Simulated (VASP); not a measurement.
# Ba (P4/mmm) in VASP: further runs

Runs on Ba. Level: PBEsol. Tasks: single point.

All numbers are computed with VASP 6.6.1; they aren't measurements. Logs are shortened: lines on timing, memory, paths and dates and some standing lists are left out, and cuts for length are marked.

### Step 1. The cell of the first run

Symmetry: P4/mmm, No. 123, tetragonal system. Conventional cell: a = 3.764 Å, b = 3.764 Å, c = 4.072 Å, α = 90.00°, β = 90.00°, γ = 90.00°. Ba (site symmetry 4/mmm) has 6 Ba at 3.76 to 4.07 Å within 4.9 Å.

### Step 2. Single point, PBEsol

File INCAR:

```
SYSTEM = Ba
PREC = Accurate
ENCUT = 520
EDIFF = 1E-6
ISMEAR = 0
SIGMA = 0.15
LREAL = .False.
LASPH = .True.
NELM = 100
ALGO = Normal
ISIF = 2
LWAVE = .False.
LCHARG = .False.
GGA = PS
NBANDS = 11
```

File KPOINTS:

```
regular mesh
0
Gamma
  14 14 14
  0 0 0
```

File POSCAR:

```
Ba
1.0
    3.7638147529      0.0000000000      0.0000000000
    0.0000000000      3.7638147529      0.0000000000
    0.0000000000      0.0000000000      4.0715305230
Ba
1
Direct
    0.5000000000      0.5000000000      0.5000000000
```

Potentials or basis: VASP PAW PBE potentials, release 64 (Ba_sv).

Command:

```
$ cat potpaw_PBE.64/Ba_sv/POTCAR > POTCAR
$ mpirun -np 1 vasp_std > vasp.out
```

OUTCAR:

```text
SYSTEM = Ba
   PREC = Accurate
   ENCUT = 520
   EDIFF = 1E-6
   ISMEAR = 0
   LREAL = .False.
   LASPH = .True.
   NELM = 100
   ISIF = 2
   GGA = PS

 ion  position               nearest neighbor table
   1  0.500  0.500  0.500-

  LATTYP: Found a simple tetragonal cell.
 ALAT       =     3.7638147529
 C/A-ratio  =     1.0817563537

  Lattice vectors:

 A1 = (   3.7638147529,   0.0000000000,   0.0000000000)
 A2 = (   0.0000000000,   3.7638147529,   0.0000000000)
 A3 = (   0.0000000000,   0.0000000000,   4.0715305230)

Analysis of symmetry for initial positions (statically):
=====================================================================
 Subroutine PRICEL returns:
 Original cell was already a primitive cell.

 Routine SETGRP: Setting up the symmetry group for a
 simple tetragonal supercell.

 Subroutine GETGRP returns: Found 16 space group operations
 (whereof 16 operations were pure point group operations)
 out of a pool of 16 trial point group operations.

The static configuration has the point symmetry D_4h.

Analysis of symmetry for dynamics (positions and initial velocities):
=====================================================================
 Subroutine PRICEL returns:
 Original cell was already a primitive cell.

 Routine SETGRP: Setting up the symmetry group for a
 simple tetragonal supercell.

 Subroutine GETGRP returns: Found 16 space group operations
 (whereof 16 operations were pure point group operations)
 out of a pool of 16 trial point group operations.

The dynamic configuration has the point symmetry D_4h.

 Subroutine INISYM returns: Found 16 space group operations
 (whereof 16 operations are pure point group operations),
 and found     1 'primitive' translations

----------------------------------------------------------------------------------------

                                     Primitive cell

  volume of cell :      57.6785

  direct lattice vectors                    reciprocal lattice vectors
     3.763814753  0.000000000  0.000000000     0.265687890  0.000000000  0.000000000
     0.000000000  3.763814753  0.000000000     0.000000000  0.265687890  0.000000000
     0.000000000  0.000000000  4.071530523     0.000000000  0.000000000  0.245607885

  length of vectors
     3.763814753  3.763814753  4.071530523     0.265687890  0.265687890  0.245607885

  position of ions in fractional coordinates (direct lattice)
     0.500000000  0.500000000  0.500000000

  ion indices of the primitive-cell ions
   primitive index   ion index
                 1           1
[... 80 lines left out ...]
   POTIM  = 0.5000    time-step for ionic-motion
   TEBEG  =    0.0;   TEEND  =   0.0 temperature during run
   PSTRESS=    0.0 pullay stress
   NELECT =      10.0000    total number of electrons
   NUPDOWN=      -1.0000    fix difference up-down
   EMIN   =  10.00;   EMAX   =-10.00  energy-range for DOS
   EFERMI =   0.00;   METHOD = LEGACY
   ISMEAR =     0;   SIGMA  =   0.15  broadening in eV -4-tet -1-fermi 0-gaus
   EFERMI_NEDOS =   21; number of points for ismear=-14 and -15
   IALGO  =     38    algorithm
   IMIX   =      4    mixing-type and parameters
     AMIX     =   0.40;   BMIX     =  1.00
     AMIX_MAG =   1.60;   BMIX_MAG =  1.00
  volume/ion in A,a.u.               =      57.68       389.23
  Fermi-wavevector in a.u.,A,eV,Ry     =   0.912858  1.725052 11.337878  0.833311
  Thomas-Fermi vector in A             =   2.037303
   LORBIT       =      0    0 simple, 1 ext, 2 COOP (PROOUT), +10 PAW based schemes
   GGA     = PS    functional components
   LHFCALC =     F    Hartree Fock is set to
   AEXX    =    0.0000 exact exchange contribution
   IVDW    =     0    specifies the selected vdW correction
   LEPSILON=     F    determine dielectric tensor
   LRPA    =     F    only Hartree local field effects (RPA)
 non-spin polarized calculation
 Gauss-broadening in eV      SIGMA  =   0.15
  energy-cutoff  :      520.00
  volume of cell :       57.68
 maximum number of plane-waves:      1580
 NGX is ok and might be reduce to    28

 number of electron      10.0000000 magnetization

 number of electron       9.9999999 magnetization

 Free energy of the ion-electron system (eV)
  ---------------------------------------------------
  ext. energy  EPLUGINS =         0.00000000
  ---------------------------------------------------
  free energy    TOTEN  =        -1.82787320 eV

  energy without entropy =       -1.81854284  energy(sigma->0) =       -1.82320802

 E-fermi :   1.7354     XC(G=0):  -7.7776

 val. band max:        1.7310721421   @ k =   0.0714   0.0000   0.0000
 cond. band min:       1.7513381009   @ k =   0.4286   0.4286   0.5000
 fundamental gap:      0.0202659588
 Fermi energy:         1.7353775600

 k-point     1 :       0.0000    0.0000    0.0000
  band No.  band energies     occupation
      1     -27.3080      2.00000
      2     -12.1891      2.00000
      3     -11.9660      2.00000
      4     -11.9660      2.00000
      5      -0.8450      2.00000
      6       1.6861      1.35780
      7       1.7107      1.18410
      8       6.8328      0.00000
      9       6.8328      0.00000
     10       7.3572      0.00000
     11       8.9051      0.00000
[... 309 lines left out ...]
 k-point    24 :       0.3571    0.2143    0.0000
  band No.  band energies     occupation
      1     -27.1868      2.00000
      2     -12.7830      2.00000
      3     -12.3031      2.00000
      4     -12.0578      2.00000
      5       1.1813      2.00000
      6       2.3679      0.00000
      7       3.4429      0.00000
      8       4.4523      0.00000
      9       4.8295      0.00000
     10       5.7384      0.00000
     11       8.3858      0.00000

 [... further k-points ...]

------------------------ aborting loop because EDIFF is reached ----------------------------------------

  FORCE on cell =-STRESS in cart. coord.  units (eV):
  Direction    XX          YY          ZZ          XY          YZ          ZX
  --------------------------------------------------------------------------------------
  -------------------------------------------------------------------------------------
  Total        0.2764107      0.2764107     -0.6086285      0.0000000      0.0000000      0.0000000
  in kB        7.6780561      7.6780561    -16.9063059      0.0000000      0.0000000      0.0000000
  external PRESSURE =      -0.5167312 kB  Pullay stress =       0.0000000 kB

 VOLUME and BASIS-vectors are now :
 -----------------------------------------------------------------------------
  energy-cutoff  :      520.00
  volume of cell :       57.68
      direct lattice vectors                 reciprocal lattice vectors
     3.763814753  0.000000000  0.000000000     0.265687890  0.000000000  0.000000000
     0.000000000  3.763814753  0.000000000     0.000000000  0.265687890  0.000000000
     0.000000000  0.000000000  4.071530523     0.000000000  0.000000000  0.245607885

 POSITION                                       TOTAL-FORCE (eV/Angst)
 -----------------------------------------------------------------------------------
      1.88191      1.88191      2.03577         0.000000      0.000000      0.000000
 -----------------------------------------------------------------------------------
    total drift:                               -0.000000      0.000000      0.000000

  FREE ENERGIE OF THE ION-ELECTRON SYSTEM (eV)
  ---------------------------------------------------
  free  energy   TOTEN  =        -1.8278732008 eV

  energy  without entropy=       -1.8185428426  energy(sigma->0) =       -1.82320802
```

stdout:

```text
POSCAR found type information on POSCAR Ba
 POSCAR found :  1 types and       1 ions
 scaLAPACK will be used
 -----------------------------------------------------------------------------
|                                                                             |
|                                                                             |
|     You enforced a specific xc type in the INCAR file but a different       |
|     I HOPE YOU KNOW WHAT YOU ARE DOING!                                     |
|                                                                             |
 -----------------------------------------------------------------------------

 LDA part: xc-table for (Slater+PW92), standard interpolation
 POSCAR, INCAR and KPOINTS ok, starting setup
 FFT: planning ... GRIDC
 FFT: planning ... GRID_SOFT
 FFT: planning ... GRID
 WAVECAR not read
 entering main loop
```

It took 68 s on 1 thread of Intel Xeon Platinum 8259CL at 2.50GHz (Skylake/Cascade Lake), shared host; peak memory 0.3 GiB.

What came out:

```
Free energy            : -1.8279 eV
Pressure               : -0.1 GPa
Band gap on the k mesh : zero (band 5 reaches 1.98 eV, above the bottom of band 6 at 1.65 eV)
```

Stress tensor (GPa, compression positive):
```
 0.77  0.00  0.00
 0.00  0.77  0.00
 0.00  0.00 -1.69
```

Levels at points of the mesh, in eV from the Fermi level:
| k point | band 1 | band 2 | band 3 | band 4 | band 5 | band 6 | band 7 | band 8 | band 9 | band 10 |
| --- | --- | --- | --- | --- | --- | --- | --- | --- | --- | --- |
| (0.00, 0.00, 0.00) | -29.04 | -13.92 | -13.70 | -13.70 | -2.58 | -0.05 | -0.02 | 5.10 | 5.10 | 5.62 |
| (0.50, 0.00, 0.00) | -28.94 | -14.76 | -13.81 | -13.60 | -0.52 | 0.70 | 1.12 | 2.16 | 2.94 | 5.46 |
| (0.50, 0.50, 0.00) | -28.84 | -14.59 | -14.59 | -13.71 | -1.20 | 1.10 | 2.83 | 2.83 | 3.95 | 3.95 |
| (0.00, 0.00, 0.50) | -29.00 | -14.50 | -13.65 | -13.65 | -0.89 | 0.36 | 0.75 | 3.24 | 3.24 | 5.80 |
| (0.50, 0.00, 0.50) | -28.90 | -14.67 | -14.34 | -13.56 | -1.04 | 0.59 | 3.30 | 3.51 | 3.63 | 3.85 |
| (0.50, 0.50, 0.50) | -28.80 | -14.52 | -14.52 | -14.20 | -0.45 | 0.10 | 0.10 | 4.08 | 6.59 | 6.85 |

Caveat: the PAW data sets were made with another functional, which shifts forces and pressure a little; spin-orbit coupling is left out, which moves the levels of the heavy elements.

### Step 3. Single point, PBEsol

This run uses another cell than the first one, of the same volume but with other edges.

File INCAR:

```
  PREC = Accurate
  ENCUT = 520
  EDIFF = 1E-7
  ISMEAR = 0
  SIGMA = 0.15
  LREAL = F
  LASPH = T
  NELM = 100
  ALGO = Normal
  ISIF = 2
  LWAVE = F
  LCHARG = F
  GGA = PS
  NBANDS = 11
```

File KPOINTS:

```
regular mesh
0
Gamma
  14 14 14
```

File POSCAR:

```
Ba
1.0
    4.1123750265      0.0000000000      0.0000000000
    0.0000000000      4.1123750265      0.0000000000
    0.0000000000      0.0000000000      3.4105839905
Ba
1
Direct
    0.5000000000      0.5000000000      0.5000000000
```

Potentials or basis: VASP PAW PBE potentials, release 64 (Ba_sv).

Command:

```
$ cat potpaw_PBE.64/Ba_sv/POTCAR > POTCAR
$ mpirun -np 1 vasp_std > vasp.out
```

It took 77 s on 1 thread of Intel Xeon Platinum 8259CL at 2.50GHz (Skylake/Cascade Lake), shared host; peak memory 0.31 GiB.

The run converged. Its results:

```
Free energy            : -1.6939 eV
Pressure               : 0.2 GPa
Band gap on the k mesh : zero (band 5 reaches 2.08 eV, above the bottom of band 6 at 1.17 eV)
```

Stress tensor (GPa, compression positive):
```
-2.22  0.00  0.00
 0.00 -2.22  0.00
 0.00  0.00  5.07
```

Levels at points of the mesh, in eV from the Fermi level:
```tsv
k point	band 1	band 2	band 3	band 4	band 5	band 6	band 7	band 8	band 9	band 10
(0.00, 0.00, 0.00)	-29.06	-13.93	-13.93	-13.19	-2.46	-0.11	-0.02	4.39	6.05	6.05
(0.50, 0.00, 0.00)	-29.02	-14.47	-13.88	-13.15	-0.79	0.27	0.80	2.38	4.57	6.03
(0.50, 0.50, 0.00)	-28.98	-14.39	-14.39	-13.12	-0.87	0.17	3.19	3.19	4.86	4.86
(0.00, 0.00, 0.50)	-28.78	-15.30	-13.66	-13.66	0.14	1.32	1.64	1.64	1.67	5.16
(0.50, 0.00, 0.50)	-28.74	-15.22	-14.13	-13.62	-1.16	1.33	2.00	3.53	4.06	4.16
(0.50, 0.50, 0.50)	-28.71	-15.15	-14.07	-14.07	-0.49	-0.49	0.93	4.26	6.30	6.92
```

Caveat: the PAW data sets were made with another functional, which shifts forces and pressure a little; spin-orbit coupling is left out, which moves the levels of the heavy elements.

### Step 4. Single point, PBEsol

This run uses another cell than the first one, of the same volume but with other edges.

File INCAR:

```
PREC = Accurate
ENCUT = 520
EDIFF = 1E-6
ISMEAR = 0
SIGMA = 0.15
LREAL = False
LASPH = True
NELM = 100
ALGO = Normal
ISIF = 2
LWAVE = False
LCHARG = True
GGA = PS
LELF = True
LVHAR = True
NBANDS = 11
```

File KPOINTS:

```
Automatic mesh
0
Gamma
  14 14 14
```

File POSCAR:

```
Ba
1.0
    4.0544465353      0.0000000000      0.0000000000
    0.0000000000      4.0544465353      0.0000000000
    0.0000000000      0.0000000000      3.5087386401
Ba
1
Direct
    0.5000000000      0.5000000000      0.5000000000
```

Command:

```
$ cat potpaw_PBE.64/Ba_sv/POTCAR > POTCAR
$ mpirun -np 1 vasp_std > vasp.out
```

It used 110 s of CPU time on 1 thread of Intel(R) Xeon(R) Platinum 8259CL CPU @ 2.50GHz (Skylake/Cascade Lake), on a shared host.

Results (log left out):

- Free energy: -1.7593 eV
- Pressure: 0.1 GPa
- Band gap on the k mesh: zero (band 5 reaches 2.03 eV, above the bottom of band 6 at 1.28 eV)

Stress tensor (GPa, compression positive):
```
-1.78  0.00  0.00
 0.00 -1.78  0.00
 0.00  0.00  3.74
```

Levels at points of the mesh, in eV from the Fermi level:
```tsv
k point	band 3	band 4	band 5	band 6	band 7	band 8
(0.00, 0.00, 0.00)	-13.90	-13.36	-2.51	-0.08	0.00	4.59
(0.50, 0.00, 0.00)	-13.84	-13.32	-0.79	0.35	0.83	2.47
(0.50, 0.50, 0.00)	-14.41	-13.28	-0.91	0.26	3.29	3.29
(0.00, 0.00, 0.50)	-13.69	-13.69	-0.07	1.14	1.51	1.90
(0.50, 0.00, 0.50)	-14.22	-13.64	-1.15	1.17	2.30	3.46
(0.50, 0.50, 0.50)	-14.15	-14.15	-0.40	-0.40	0.69	4.18
```

Caveat: the PAW data sets were made with another functional, which shifts forces and pressure a little; spin-orbit coupling is left out, which moves the levels of the heavy elements.

### Step 5. Summary

| cell | gap on the mesh (eV) | pressure (GPa) |
| --- | --- | --- |
| a = 3.764, b = 3.764, c = 4.072 Å, 1 atom | none | -0.1 |
| a = 4.112, b = 4.112, c = 3.411 Å, 1 atom | none | 0.2 |
| a = 4.054, b = 4.054, c = 3.509 Å, 1 atom | none | 0.1 |

Alike in all rows: task single point; level PBEsol; potentials or basis VASP PAW PBE potentials, release 64 (Ba_sv); no spin polarisation; k mesh 14 × 14 × 14; cutoff (eV) 520; smearing gaussian 0.15 eV.

Caveats: the PAW data sets were made with another functional, which shifts forces and pressure a little; spin-orbit coupling is left out, which moves the levels of the heavy elements.

Total energies depend on the potentials used, so only differences within one code and one set of settings carry meaning.
